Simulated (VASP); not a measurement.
# Pb (Fm-3m) in VASP: single point with LDA

Aim: the single point of Pb with LDA.

All numbers are computed with VASP 6.6.1; they aren't measurements. Logs are shortened: lines on timing, memory, paths and dates and some standing lists are left out, and cuts for length are marked.

## (1) The cell of the first run

Symmetry: Fm-3m, No. 225, cubic system. The conventional cell has a = 4.880 Å, b = 4.880 Å, c = 4.880 Å, α = 90.00°, β = 90.00°, γ = 90.00°. Within 4.5 Å of Pb (site symmetry m-3m) lie 12 Pb at 3.45 Å.

## (2) Single point, LDA (29.05 Å³/atom)

Contents of INCAR:

```
SYSTEM = Pb
  PREC = Accurate
  ENCUT = 500
  EDIFF = 1E-6
  ISMEAR = -1
  SIGMA = 0.05
  LREAL = .FALSE.
  LASPH = .TRUE.
  NELM = 120
  ALGO = Normal
  ISIF = 2
  LWAVE = .FALSE.
  LCHARG = .TRUE.
  LELF = .TRUE.
  LVHAR = .TRUE.
  NBANDS = 13
  GGA_COMPAT = .FALSE.
```

Contents of KPOINTS:

```
regular mesh
0
G
  15 15 15
  0 0 0
```

Contents of POSCAR:

```
Pb
1.0
    0.0000000000      2.4397854149      2.4397854149
    2.4397854149      0.0000000000      2.4397854149
    2.4397854149      2.4397854149      0.0000000000
Pb
1
Direct
    0.0000000000      0.0000000000      0.0000000000
```

Potentials or basis: VASP PAW LDA potentials, release 64 (Pb_d).

On the command line:

```bash
$ cat potpaw_LDA.64/Pb_d/POTCAR > POTCAR
$ mpirun -np 1 vasp_std > vasp.out
```

OUTCAR:

```text
SYSTEM = Pb
   PREC = Accurate
   ENCUT = 500
   EDIFF = 1E-6
   ISMEAR = -1
   LREAL = .FALSE.
   LASPH = .TRUE.
   NELM = 120
   ISIF = 2

 ion  position               nearest neighbor table
   1  0.000  0.000  0.000-

  LATTYP: Found a face centered cubic cell.
 ALAT       =     4.8795708298

  Lattice vectors:

 A1 = (   0.0000000000,   2.4397854149,   2.4397854149)
 A2 = (   2.4397854149,   0.0000000000,   2.4397854149)
 A3 = (   2.4397854149,   2.4397854149,   0.0000000000)

Analysis of symmetry for initial positions (statically):
=====================================================================
 Subroutine PRICEL returns:
 Original cell was already a primitive cell.

 Routine SETGRP: Setting up the symmetry group for a
 face centered cubic supercell.

 Subroutine GETGRP returns: Found 48 space group operations
 (whereof 48 operations were pure point group operations)
 out of a pool of 48 trial point group operations.

The static configuration has the point symmetry O_h .

Analysis of symmetry for dynamics (positions and initial velocities):
=====================================================================
 Subroutine PRICEL returns:
 Original cell was already a primitive cell.

 Routine SETGRP: Setting up the symmetry group for a
 face centered cubic supercell.

 Subroutine GETGRP returns: Found 48 space group operations
 (whereof 48 operations were pure point group operations)
 out of a pool of 48 trial point group operations.

The dynamic configuration has the point symmetry O_h .

 Subroutine INISYM returns: Found 48 space group operations
 (whereof 48 operations are pure point group operations),
 and found     1 'primitive' translations

----------------------------------------------------------------------------------------

                                     Primitive cell

  volume of cell :      29.0459

  direct lattice vectors                    reciprocal lattice vectors
     0.000000000  2.439785415  2.439785415    -0.204936056  0.204936056  0.204936056
     2.439785415  0.000000000  2.439785415     0.204936056 -0.204936056  0.204936056
     2.439785415  2.439785415  0.000000000     0.204936056  0.204936056 -0.204936056

  length of vectors
     3.450377623  3.450377623  3.450377623     0.354959661  0.354959661  0.354959661

  position of ions in fractional coordinates (direct lattice)
     0.000000000  0.000000000  0.000000000

  ion indices of the primitive-cell ions
   primitive index   ion index
                 1           1

----------------------------------------------------------------------------------------

 KPOINTS: regular mesh

Automatic generation of k-mesh.
 Grid dimensions read from file:
 generate k-points for:   15   15   15

 Generating k-lattice:

  Cartesian coordinates                     Fractional coordinates (reciprocal lattice)
    -0.013662404  0.013662404  0.013662404     0.066666667  0.000000000  0.000000000
     0.013662404 -0.013662404  0.013662404     0.000000000  0.066666667  0.000000000
     0.013662404  0.013662404 -0.013662404     0.000000000  0.000000000  0.066666667

  Length of vectors
     0.023663977  0.023663977  0.023663977

  Shift w.r.t. Gamma in fractional coordinates (k-lattice)
     0.000000000  0.000000000  0.000000000

 Subroutine IBZKPT returns following result:
 ===========================================

 Found    120 irreducible k-points:

 Following reciprocal coordinates:
            Coordinates               Weight
  0.000000  0.000000  0.000000      1.000000
  0.066667  0.000000  0.000000      8.000000
  0.133333  0.000000  0.000000      8.000000
  0.200000  0.000000  0.000000      8.000000
  0.266667  0.000000  0.000000      8.000000
  0.333333  0.000000  0.000000      8.000000
[... 16 lines left out ...]
  0.133333  0.133333  0.000000      6.000000
  0.200000  0.133333  0.000000     24.000000
 [... further k-points ...]
   k-points           NKPTS =    120   k-points in BZ     NKDIM =    120   number of bands    NBANDS=     13
   number of dos      NEDOS =    301   number of ions     NIONS =      1
   total plane-waves  NPLWV =  21952
   dimension x,y,z NGX =    28 NGY =   28 NGZ =   28
   dimension x,y,z NGXF=    56 NGYF=   56 NGZF=   56
   ions per type =               1
   NGX,Y,Z   is equivalent  to a cutoff of  13.49, 13.49, 13.49 a.u.
   NGXF,Y,Z  is equivalent  to a cutoff of  26.98, 26.98, 26.98 a.u.
 SYSTEM =  Pb
   PREC   = accura    normal or accurate (medium, high low for compatibility)
   ISTART =      0    job   : 0-new  1-cont  2-samecut
   ICHARG =      2    charge: 1-file 2-atom 10-const
   ISPIN  =      1    spin polarized calculation?
   LNONCOLLINEAR =      F non collinear calculations
   LSORBIT =      F    spin-orbit coupling
   LASPH  =      T    aspherical Exc in radial PAW
   ENCUT  =  500.0 eV  36.75 Ry    6.06 a.u.   6.29  6.29  6.29*2*pi/ulx,y,z
   NELM   =    120;   NELMIN=  2; NELMDL= -5     # of ELM steps
   EDIFF  = 0.1E-05   stopping-criterion for ELM
   LREAL  =      F    real-space projection
   EDIFFG = 0.1E-04   stopping-criterion for IOM
   NSW    =      0    number of steps for IOM
   IBRION =     -1    ionic relax: 0-MD 1-quasi-New 2-CG
   NFREE  =      0    steps in history (QN), initial steepest desc. (CG)
   ISIF   =      2    stress and relaxation
   ISYM   =      2    0-nonsym 1-usesym 2-fastsym
   POTIM  = 0.5000    time-step for ionic-motion
   TEBEG  =    0.0;   TEEND  =   0.0 temperature during run
   PSTRESS=    0.0 pullay stress
   NELECT =      14.0000    total number of electrons
   NUPDOWN=      -1.0000    fix difference up-down
   EMIN   =  10.00;   EMAX   =-10.00  energy-range for DOS
   EFERMI =   0.00;   METHOD = LEGACY
   ISMEAR =    -1;   SIGMA  =   0.05  broadening in eV -4-tet -1-fermi 0-gaus
   EFERMI_NEDOS =   21; number of points for ismear=-14 and -15
   IALGO  =     38    algorithm
   IMIX   =      4    mixing-type and parameters
     AMIX     =   0.40;   BMIX     =  1.00
     AMIX_MAG =   1.60;   BMIX_MAG =  1.00
  volume/ion in A,a.u.               =      29.05       196.01
  Fermi-wavevector in a.u.,A,eV,Ry     =   1.283579  2.425612 22.416614  1.647575
  Thomas-Fermi vector in A             =   2.415823
   LORBIT       =      0    0 simple, 1 ext, 2 COOP (PROOUT), +10 PAW based schemes
   GGA     = CA    functional components
   LHFCALC =     F    Hartree Fock is set to
   AEXX    =    0.0000 exact exchange contribution
   IVDW    =     0    specifies the selected vdW correction
   LEPSILON=     F    determine dielectric tensor
   LRPA    =     F    only Hartree local field effects (RPA)
 non-spin polarized calculation
  energy-cutoff  :      500.00
  volume of cell :       29.05
 maximum number of plane-waves:       751
 NGX is ok and might be reduce to    28
   NGX = 13   NGY = 13   NGZ = 13

 number of electron      13.9999999 magnetization

 Free energy of the ion-electron system (eV)
  ---------------------------------------------------
  ext. energy  EPLUGINS =         0.00000000
  ---------------------------------------------------
  free energy    TOTEN  =        -4.25740237 eV

  energy without entropy =       -4.25335047  energy(sigma->0) =       -4.25537642

 E-fermi :   7.4870     XC(G=0): -10.6623

 val. band max:        7.4846783007   @ k =   0.4000   0.2667   0.0667
 cond. band min:       7.5610084434   @ k =   0.3333   0.3333   0.0000
 fundamental gap:      0.0763301427
 Fermi energy:         7.4870264274

 k-point     1 :       0.0000    0.0000    0.0000
  band No.  band energies     occupation
      1      -9.5412      2.00000
      2      -9.5412      2.00000
      3      -9.5412      2.00000
      4      -9.3787      2.00000
      5      -9.3787      2.00000
      6      -4.5628      2.00000
      7      15.1951      0.00000
      8      15.1951      0.00000
      9      15.1951      0.00000
     10      17.3521      0.00000
     11      19.5236      0.00000
     12      20.3409      0.00000
     13      20.3409      0.00000

 k-point     2 :       0.0667    0.0000    0.0000
  band No.  band energies     occupation
      1      -9.5415      2.00000
      2      -9.5338      2.00000
      3      -9.5338      2.00000
      4      -9.3794      2.00000
      5      -9.3794      2.00000
      6      -4.4734      2.00000
      7      14.1120      0.00000
      8      15.0832      0.00000
      9      15.0832      0.00000
     10      17.1742      0.00000
     11      19.9358      0.00000
     12      20.5375      0.00000
     13      20.5375      0.00000

 k-point     3 :       0.1333    0.0000    0.0000
  band No.  band energies     occupation
      1      -9.5433      2.00000
      2      -9.5160      2.00000
      3      -9.5160      2.00000
      4      -9.3777      2.00000
      5      -9.3777      2.00000
      6      -4.2046      2.00000
      7      12.0525      0.00000
      8      14.7922      0.00000
      9      14.7922      0.00000
     10      16.9664      0.00000
     11      20.5118      0.00000
     12      21.0479      0.00000
     13      21.0484      0.00000
[... 305 lines left out ...]
 k-point    23 :       0.1333    0.1333    0.0000
  band No.  band energies     occupation
      1      -9.5730      2.00000
      2      -9.4859      2.00000
      3      -9.4859      2.00000
      4      -9.4132      2.00000
      5      -9.3555      2.00000
      6      -4.0857      2.00000
      7      13.0241      0.00000
      8      13.5663      0.00000
      9      13.5663      0.00000
     10      16.3326      0.00000
     11      18.5363      0.00000
     12      22.1740      0.00000
     13      22.4184      0.00000

 k-point    24 :       0.2000    0.1333    0.0000
  band No.  band energies     occupation
      1      -9.5833      2.00000
      2      -9.4652      2.00000
      3      -9.4611      2.00000
      4      -9.4233      2.00000
      5      -9.3403      2.00000
      6      -3.7572      2.00000
      7      11.3160      0.00000
      8      13.0155      0.00000
      9      13.4128      0.00000
     10      16.3832      0.00000
     11      17.6252      0.00000
     12      21.9008      0.00000
     13      22.8806      0.00000

 [... further k-points ...]
[... 5 lines left out ...]
  --------------------------------------------------------------------------------------
  -------------------------------------------------------------------------------------
  Total        0.0075907      0.0075907      0.0075907     -0.0000000     -0.0000000     -0.0000000
  in kB        0.4187036      0.4187036      0.4187036     -0.0000000     -0.0000000     -0.0000000
  external PRESSURE =       0.4187036 kB  Pullay stress =       0.0000000 kB

 VOLUME and BASIS-vectors are now :
 -----------------------------------------------------------------------------
  energy-cutoff  :      500.00
  volume of cell :       29.05
      direct lattice vectors                 reciprocal lattice vectors
     0.000000000  2.439785415  2.439785415    -0.204936056  0.204936056  0.204936056
     2.439785415  0.000000000  2.439785415     0.204936056 -0.204936056  0.204936056
     2.439785415  2.439785415  0.000000000     0.204936056  0.204936056 -0.204936056

 POSITION                                       TOTAL-FORCE (eV/Angst)
 -----------------------------------------------------------------------------------
      0.00000      0.00000      0.00000         0.000000      0.000000      0.000000
 -----------------------------------------------------------------------------------
    total drift:                               -0.000000     -0.000000     -0.000000

  FREE ENERGIE OF THE ION-ELECTRON SYSTEM (eV)
  ---------------------------------------------------
  free  energy   TOTEN  =        -4.2574023657 eV

  energy  without entropy=       -4.2533504739  energy(sigma->0) =       -4.25537642
```

Run time: 15 s. Hardware: 1 thread of Intel Xeon 6975P-C (Granite Rapids), shared host; peak memory 0.16 GiB.

What came out:

* Free energy: -4.2574 eV
* Pressure: 0.0 GPa
* Band gap on the k mesh: zero (bands 7 and 8 overlap by 9.33 eV)

Levels at points of the mesh, in eV from the Fermi level:
| k point | band 3 | band 4 | band 5 | band 6 | band 7 | band 8 | band 9 | band 10 | band 11 | band 12 |
| --- | --- | --- | --- | --- | --- | --- | --- | --- | --- | --- |
| (0.00, 0.00, 0.00) | -17.03 | -16.87 | -16.87 | -12.05 | 7.71 | 7.71 | 7.71 | 9.87 | 12.04 | 12.85 |

Caveat: spin-orbit coupling is left out, which moves the levels of the heavy elements.
